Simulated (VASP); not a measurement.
# CdTe (I-4m2) in VASP: a series of runs

The runs below take CdTe through single point, with PBEsol.

All numbers are computed with VASP 6.6.1; they aren't measurements. Logs are shortened: lines on timing, memory, paths and dates and some standing lists are left out, and cuts for length are marked.

## 1. The cell of the first run

It takes space group I-4m2 (No. 119, tetragonal). The conventional cell has a = 5.151 Å, b = 5.151 Å, c = 5.150 Å, α = 90.00°, β = 90.00°, γ = 90.00°. Cd (site symmetry -4m2) has 4 Te at 2.88 Å within 3.8 Å. Te (site symmetry -4m2) has 4 Cd at 2.88 Å within 3.8 Å.

## 2. Single point, PBEsol

INCAR reads:

```
ALGO = Normal
EDIFF = 1E-6
ENCUT = 520
GGA = PS
ISIF = 2
ISMEAR = 0
LASPH = True
LCHARG = False
LREAL = False
LWAVE = False
NBANDS = 16
NELM = 80
PREC = Accurate
SIGMA = 0.05
```

KPOINTS reads:

```
k-points
0
Gamma
  8 8 8
```

POSCAR reads:

```
CdTe
1.0
    0.0000000000      3.6422039956      2.5750382249
    3.6422039956      0.0000000000      2.5750382249
    3.6422039956      3.6422039956      0.0000000000
Cd Te
1 1
Direct
    0.0000000000      0.0000000000      0.0000000000
    0.7500000000      0.7500000000      0.7500000000
```

Potentials or basis: VASP PAW PBE potentials, release 64 (Cd, Te).

On the command line:

```bash
$ cat potpaw_PBE.64/Cd/POTCAR potpaw_PBE.64/Te/POTCAR > POTCAR
$ mpirun -np 1 vasp_std > vasp.out
```

OUTCAR:

```text
EDIFF = 1E-6
   ENCUT = 520
   GGA = PS
   ISIF = 2
   ISMEAR = 0
   LASPH = True
   LREAL = False
   NELM = 80
   PREC = Accurate

 ion  position               nearest neighbor table
   1  0.000  0.000  0.000-   2 2.88   2 2.88   2 2.88   2 2.88
   2  0.750  0.750  0.750-   1 2.88   1 2.88   1 2.88   1 2.88

  LATTYP: Found a body centered tetragonal cell.
 ALAT       =     5.1508542875
 C/A-ratio  =     0.9998489886

  Lattice vectors:

 A1 = (   0.0000000000,  -3.6422039956,  -2.5750382249)
 A2 = (   0.0000000000,   3.6422039956,  -2.5750382249)
 A3 = (   3.6422039956,   0.0000000000,   2.5750382249)

Analysis of symmetry for initial positions (statically):
=====================================================================
 Subroutine PRICEL returns:
 Original cell was already a primitive cell.

 Routine SETGRP: Setting up the symmetry group for a
 body centered tetragonal supercell.

 Subroutine GETGRP returns: Found  8 space group operations
 (whereof  8 operations were pure point group operations)
 out of a pool of 16 trial point group operations.

The static configuration has the point symmetry D_2d.

Analysis of symmetry for dynamics (positions and initial velocities):
=====================================================================
 Subroutine PRICEL returns:
 Original cell was already a primitive cell.

 Routine SETGRP: Setting up the symmetry group for a
 body centered tetragonal supercell.

 Subroutine GETGRP returns: Found  8 space group operations
 (whereof  8 operations were pure point group operations)
 out of a pool of 16 trial point group operations.

The dynamic configuration has the point symmetry D_2d.

 Subroutine INISYM returns: Found  8 space group operations
 (whereof  8 operations are pure point group operations),
 and found     1 'primitive' translations

----------------------------------------------------------------------------------------

                                     Primitive cell

  volume of cell :      68.3191

  direct lattice vectors                    reciprocal lattice vectors
     0.000000000  3.642203996  2.575038225    -0.137279516  0.137279516  0.194171875
     3.642203996  0.000000000  2.575038225     0.137279516 -0.137279516  0.194171875
     3.642203996  3.642203996  0.000000000     0.137279516  0.137279516 -0.194171875

  length of vectors
     4.460546133  4.460546133  5.150854288     0.274579766  0.274579766  0.274579766

  position of ions in fractional coordinates (direct lattice)
     0.000000000  0.000000000  0.000000000
     0.750000000  0.750000000  0.750000000

  ion indices of the primitive-cell ions
   primitive index   ion index
                 1           1
                 2           2

----------------------------------------------------------------------------------------

 KPOINTS: k-points

Automatic generation of k-mesh.
 Grid dimensions read from file:
 generate k-points for:    8    8    8

 Generating k-lattice:

  Cartesian coordinates                     Fractional coordinates (reciprocal lattice)
    -0.017159939  0.017159939  0.024271484     0.125000000  0.000000000  0.000000000
     0.017159939 -0.017159939  0.024271484     0.000000000  0.125000000  0.000000000
     0.017159939  0.017159939 -0.024271484    -0.000000000 -0.000000000  0.125000000

  Length of vectors
     0.034322471  0.034322471  0.034322471

  Shift w.r.t. Gamma in fractional coordinates (k-lattice)
     0.000000000  0.000000000  0.000000000

 Subroutine IBZKPT returns following result:
 ===========================================

 Found     59 irreducible k-points:

 Following reciprocal coordinates:
            Coordinates               Weight
  0.000000  0.000000  0.000000      1.000000
  0.125000  0.000000  0.000000      8.000000
  0.250000  0.000000  0.000000      8.000000
  0.375000  0.000000  0.000000      8.000000
  0.500000  0.000000  0.000000      4.000000
  0.125000  0.125000  0.000000      2.000000
[... 16 lines left out ...]
  0.250000  0.000000  0.125000     16.000000
  0.375000  0.000000  0.125000     16.000000
 [... further k-points ...]
   k-points           NKPTS =     59   k-points in BZ     NKDIM =     59   number of bands    NBANDS=     16
   number of dos      NEDOS =    301   number of ions     NIONS =      2
   total plane-waves  NPLWV =  51840
   dimension x,y,z NGX =    36 NGY =   36 NGZ =   40
   dimension x,y,z NGXF=    72 NGYF=   72 NGZF=   80
   ions per type =               1   1
   NGX,Y,Z   is equivalent  to a cutoff of  13.42, 13.42, 12.91 a.u.
   NGXF,Y,Z  is equivalent  to a cutoff of  26.83, 26.83, 25.82 a.u.
 SYSTEM =  unknown system
   PREC   = accura    normal or accurate (medium, high low for compatibility)
   ISTART =      0    job   : 0-new  1-cont  2-samecut
   ICHARG =      2    charge: 1-file 2-atom 10-const
   ISPIN  =      1    spin polarized calculation?
   LNONCOLLINEAR =      F non collinear calculations
   LSORBIT =      F    spin-orbit coupling
   LASPH  =      T    aspherical Exc in radial PAW
   ENCUT  =  520.0 eV  38.22 Ry    6.18 a.u.   8.29  8.29  9.58*2*pi/ulx,y,z
   NELM   =     80;   NELMIN=  2; NELMDL= -5     # of ELM steps
   EDIFF  = 0.1E-05   stopping-criterion for ELM
   LREAL  =      F    real-space projection
   EDIFFG = 0.1E-04   stopping-criterion for IOM
   NSW    =      0    number of steps for IOM
   IBRION =     -1    ionic relax: 0-MD 1-quasi-New 2-CG
   NFREE  =      0    steps in history (QN), initial steepest desc. (CG)
   ISIF   =      2    stress and relaxation
   ISYM   =      2    0-nonsym 1-usesym 2-fastsym
   POTIM  = 0.5000    time-step for ionic-motion
   TEBEG  =    0.0;   TEEND  =   0.0 temperature during run
   PSTRESS=    0.0 pullay stress
   NELECT =      18.0000    total number of electrons
   NUPDOWN=      -1.0000    fix difference up-down
   EMIN   =  10.00;   EMAX   =-10.00  energy-range for DOS
   EFERMI =   0.00;   METHOD = LEGACY
   ISMEAR =     0;   SIGMA  =   0.05  broadening in eV -4-tet -1-fermi 0-gaus
   EFERMI_NEDOS =   21; number of points for ismear=-14 and -15
   IALGO  =     38    algorithm
   IMIX   =      4    mixing-type and parameters
     AMIX     =   0.40;   BMIX     =  1.00
     AMIX_MAG =   1.60;   BMIX_MAG =  1.00
  volume/ion in A,a.u.               =      34.16       230.52
  Fermi-wavevector in a.u.,A,eV,Ry     =   1.049506  1.983279 14.986312  1.101463
  Thomas-Fermi vector in A             =   2.184471
   LORBIT       =      0    0 simple, 1 ext, 2 COOP (PROOUT), +10 PAW based schemes
   GGA     = PS    functional components
   LHFCALC =     F    Hartree Fock is set to
   AEXX    =    0.0000 exact exchange contribution
   IVDW    =     0    specifies the selected vdW correction
   LEPSILON=     F    determine dielectric tensor
   LRPA    =     F    only Hartree local field effects (RPA)
 non-spin polarized calculation
 Gauss-broadening in eV      SIGMA  =   0.05
  energy-cutoff  :      520.00
  volume of cell :       68.32
 maximum number of plane-waves:      1878
 NGX is ok and might be reduce to    36

 number of electron      18.0000004 magnetization

 Free energy of the ion-electron system (eV)
  ---------------------------------------------------
  ext. energy  EPLUGINS =         0.00000000
  ---------------------------------------------------
  free energy    TOTEN  =        -5.29539997 eV

  energy without entropy =       -5.29531512  energy(sigma->0) =       -5.29535755

 E-fermi :   2.4695     XC(G=0):  -8.8625

 val. band max:        2.4439359958   @ k =   0.0000   0.0000   0.0000
 cond. band min:       2.4950607721   @ k =   0.0000   0.0000   0.0000
 fundamental gap:      0.0511247762
 Fermi energy:         2.4694984261

 k-point     1 :       0.0000    0.0000    0.0000
  band No.  band energies     occupation
      1      -8.8682      2.00000
      2      -6.0047      2.00000
      3      -6.0046      2.00000
      4      -5.9643      2.00000
      5      -5.8339      2.00000
      6      -5.7814      2.00000
[... 8 lines left out ...]
     15       9.6114      0.00000
     16      10.8665      0.00000

 k-point     2 :       0.1250    0.0000    0.0000
  band No.  band energies     occupation
      1      -8.7999      2.00000
      2      -5.9991      2.00000
      3      -5.9930      2.00000
      4      -5.9472      2.00000
      5      -5.8285      2.00000
      6      -5.7760      2.00000
[... 8 lines left out ...]
     15       9.8422      0.00000
     16      11.0242      0.00000

 k-point     3 :       0.2500    0.0000    0.0000
  band No.  band energies     occupation
      1      -8.6324      2.00000
      2      -5.9912      2.00000
      3      -5.9670      2.00000
      4      -5.8893      2.00000
      5      -5.8088      2.00000
      6      -5.7431      2.00000
[... 8 lines left out ...]
     15      10.4166      0.00000
     16      12.4116      0.00000

 k-point     4 :       0.3750    0.0000    0.0000
  band No.  band energies     occupation
      1      -8.4636      2.00000
      2      -5.9901      2.00000
      3      -5.9419      2.00000
      4      -5.8435      2.00000
      5      -5.7810      2.00000
      6      -5.6192      2.00000
[... 8 lines left out ...]
     15      12.1014      0.00000
     16      12.2304      0.00000

 k-point     5 :       0.5000    0.0000    0.0000
  band No.  band energies     occupation
      1      -8.3945      2.00000
      2      -5.9911      2.00000
      3      -5.9312      2.00000
      4      -5.8349      2.00000
      5      -5.7675      2.00000
      6      -5.5184      2.00000
[... 8 lines left out ...]
     15      11.7515      0.00000
     16      13.9155      0.00000

 k-point     6 :       0.1250    0.1250    0.0000
  band No.  band energies     occupation
      1      -8.7503      2.00000
      2      -5.9936      2.00000
      3      -5.9936      2.00000
      4      -5.9452      2.00000
      5      -5.8211      2.00000
      6      -5.7530      2.00000
[... 8 lines left out ...]
     15      10.9315      0.00000
     16      12.2353      0.00000

 k-point     7 :       0.2500    0.1250    0.0000
  band No.  band energies     occupation
      1      -8.6040      2.00000
      2      -5.9814      2.00000
      3      -5.9790      2.00000
      4      -5.9074      2.00000
      5      -5.8028      2.00000
      6      -5.6959      2.00000
[... 8 lines left out ...]
     15      11.6258      0.00000
     16      12.5251      0.00000

 k-point     8 :       0.3750    0.1250    0.0000
  band No.  band energies     occupation
      1      -8.4473      2.00000
      2      -5.9750      2.00000
      3      -5.9573      2.00000
      4      -5.8669      2.00000
      5      -5.7779      2.00000
      6      -5.5646      2.00000
[... 8 lines left out ...]
     15      11.9273      0.00000
     16      12.3889      0.00000

 k-point     9 :       0.5000    0.1250    0.0000
  band No.  band energies     occupation
      1      -8.3715      2.00000
      2      -5.9729      2.00000
      3      -5.9338      2.00000
      4      -5.8515      2.00000
      5      -5.7673      2.00000
      6      -5.4653      2.00000
[... 8 lines left out ...]
     15      12.5849      0.00000
     16      13.6356      0.00000
[... 172 lines left out ...]
 k-point    19 :       0.5000    0.3750    0.0000
  band No.  band energies     occupation
      1      -8.2809      2.00000
      2      -5.9337      2.00000
      3      -5.8899      2.00000
      4      -5.8862      2.00000
      5      -5.7551      2.00000
      6      -5.1721      2.00000
[... 8 lines left out ...]
     15      12.7958      0.00000
     16      13.1853      0.00000

 k-point    20 :      -0.3750    0.3750    0.0000
  band No.  band energies     occupation
      1      -8.2884      2.00000
      2      -5.9177      2.00000
      3      -5.8983      2.00000
      4      -5.8874      2.00000
      5      -5.7677      2.00000
      6      -5.2423      2.00000
[... 8 lines left out ...]
     15      11.4277      0.00000
     16      14.3172      0.00000

 k-point    21 :       0.5000    0.5000    0.0000
  band No.  band energies     occupation
      1      -8.2666      2.00000
      2      -5.9449      2.00000
      3      -5.8759      2.00000
      4      -5.8759      2.00000
      5      -5.7478      2.00000
      6      -5.0924      2.00000
[... 8 lines left out ...]
     15      12.9119      0.00000
     16      12.9990      0.00000

 k-point    22 :       0.1250    0.0000    0.1250
  band No.  band energies     occupation
      1      -8.7917      2.00000
      2      -5.9993      2.00000
      3      -5.9820      2.00000
      4      -5.9442      2.00000
      5      -5.8319      2.00000
      6      -5.7826      2.00000
[... 8 lines left out ...]
     15       9.8875      0.00000
     16      10.8918      0.00000

 k-point    23 :       0.2500    0.0000    0.1250
  band No.  band energies     occupation
      1      -8.6665      2.00000
      2      -5.9929      2.00000
      3      -5.9492      2.00000
      4      -5.9063      2.00000
      5      -5.8250      2.00000
      6      -5.7689      2.00000
[... 8 lines left out ...]
     15      10.1730      0.00000
     16      11.4783      0.00000

 k-point    24 :       0.3750    0.0000    0.1250
  band No.  band energies     occupation
      1      -8.4968      2.00000
      2      -5.9895      2.00000
      3      -5.9247      2.00000
      4      -5.8489      2.00000
      5      -5.8049      2.00000
      6      -5.6798      2.00000
[... 8 lines left out ...]
     15      11.0934      0.00000
     16      12.1742      0.00000

 [... further k-points ...]
[... 5 lines left out ...]
  --------------------------------------------------------------------------------------
  -------------------------------------------------------------------------------------
  Total       -1.2612162     -1.2612162      0.2044745      0.0000000      0.0000000     -0.0000000
  in kB      -29.5772577    -29.5772577      4.7952083      0.0000000      0.0000000     -0.0000000
  external PRESSURE =     -18.1197690 kB  Pullay stress =       0.0000000 kB

 VOLUME and BASIS-vectors are now :
 -----------------------------------------------------------------------------
  energy-cutoff  :      520.00
  volume of cell :       68.32
      direct lattice vectors                 reciprocal lattice vectors
     0.000000000  3.642203996  2.575038225    -0.137279516  0.137279516  0.194171875
     3.642203996  0.000000000  2.575038225     0.137279516 -0.137279516  0.194171875
     3.642203996  3.642203996  0.000000000     0.137279516  0.137279516 -0.194171875

 POSITION                                       TOTAL-FORCE (eV/Angst)
 -----------------------------------------------------------------------------------
      0.00000      0.00000      0.00000         0.000000     -0.000000      0.000000
      5.46331      5.46331      3.86256        -0.000000      0.000000     -0.000000
 -----------------------------------------------------------------------------------
    total drift:                                0.000001      0.000001      0.000000

  FREE ENERGIE OF THE ION-ELECTRON SYSTEM (eV)
  ---------------------------------------------------
  free  energy   TOTEN  =        -5.2953999713 eV

  energy  without entropy=       -5.2953151227  energy(sigma->0) =       -5.29535755
```

Run time: 39 s. Hardware: 1 thread of Intel Xeon 6975P-C (Granite Rapids), shared host; peak memory 0.24 GiB.

Results:

```yaml
Free_energy: -5.2954 eV
Pressure: -1.8 GPa
Band_gap_on_the_k_mesh: 0.05 eV, direct
```

Stress tensor (GPa, compression positive):
```
-2.96  0.00  0.00
 0.00 -2.96  0.00
 0.00  0.00  0.48
```

Caveat: the PAW data sets were made with another functional, which shifts forces and pressure a little; spin-orbit coupling is left out, which moves the levels of the heavy elements.

## 3. Single point, PBEsol

This run uses another cell than the first one, of the same volume but with other edges.

INCAR reads:

```
SYSTEM = CdTe
  PREC = Accurate
  ENCUT = 520
  EDIFF = 1E-6
  ISMEAR = 0
  SIGMA = 0.05
  LREAL = .FALSE.
  LASPH = .TRUE.
  NELM = 100
  ALGO = Normal
  ISIF = 2
  LWAVE = .FALSE.
  LCHARG = .TRUE.
  GGA = PS
  LELF = .TRUE.
  LVHAR = .TRUE.
  NBANDS = 16
```

KPOINTS reads:

```
Automatic mesh
0
G
  8 8 8
  0 0 0
```

POSCAR reads:

```
CdTe
1.0
    0.0000000000      2.8908192271      4.0876183871
    2.8908192271      0.0000000000      4.0876183871
    2.8908192271      2.8908192271      0.0000000000
Cd Te
1 1
Direct
    0.0000000000      0.0000000000      0.0000000000
    0.7500000000      0.7500000000      0.7500000000
```

Potentials or basis: VASP PAW PBE potentials, release 64 (Cd, Te).

On the command line:

```bash
$ cat potpaw_PBE.64/Cd/POTCAR potpaw_PBE.64/Te/POTCAR > POTCAR
$ mpirun -np 1 vasp_std > vasp.out
```

Run time: 47 s. Hardware: 1 thread of Intel Xeon 6975P-C (Granite Rapids), shared host; peak memory 0.24 GiB.

Results (log left out):

```
Free energy            : -5.0510 eV
Pressure               : -1.2 GPa
Band gap on the k mesh : zero (band 9 reaches 2.77 eV, above the bottom of band 10 at 2.73 eV)
```

Stress tensor (GPa, compression positive):
```
 2.24  0.00  0.00
 0.00  2.24  0.00
 0.00  0.00 -8.12
```

Levels at points of the mesh, in eV from the Fermi level:
```
           k point  band 5  band 6  band 7  band 8  band 9  band 10  band 11  band 12  band 13  band 14
(0.00, 0.00, 0.00)   -8.65   -8.63   -1.93   -0.74   -0.07    -0.07     4.47     4.47     4.57     5.64
(0.50, 0.00, 0.00)   -8.66   -8.35   -4.82   -2.25   -0.24     0.20     4.81     5.83     6.02     7.53
(0.50, 0.50, 0.00)   -8.62   -8.58   -5.77   -1.18   -1.18     3.09     3.58     6.14     8.14     8.14
(0.50, 0.00, 0.50)   -8.62   -8.10   -4.12   -2.86   -2.41     1.23     1.53     5.89     6.49     7.07
```

Caveat: the PAW data sets were made with another functional, which shifts forces and pressure a little; spin-orbit coupling is left out, which moves the levels of the heavy elements.

(Continued in part 2 of 2.)
